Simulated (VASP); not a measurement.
A run of VASP 6.6.1 is set up as follows.

Contents of INCAR:

```
ALGO = Normal
EDIFF = 1E-6
ENCUT = 520
GGA = PE
ISIF = 2
ISMEAR = -1
LASPH = T
LCHARG = T
LELF = T
LREAL = F
LVHAR = T
LWAVE = F
NBANDS = 12
NELM = 60
PREC = Accurate
SIGMA = 0.02
```

Contents of KPOINTS:

```
k-points
0
Gamma
  12 12 12
```

POSCAR

```
Cu
1.0
    0.0000000000      1.8139421520      1.8139421520
    1.8139421520      0.0000000000      1.8139421520
    1.8139421520      1.8139421520      0.0000000000
Cu
1
Direct
    0.0000000000      0.0000000000      0.0000000000
```

Potentials or basis: VASP PAW PBE potentials, release 64 (Cu).

Command:

```bash
$ cat potpaw_PBE.64/Cu/POTCAR > POTCAR
$ mpirun -np 1 vasp_std > vasp.out
```

(1) Predict the pressure.

## Answers

(1) 0.6 GPa.
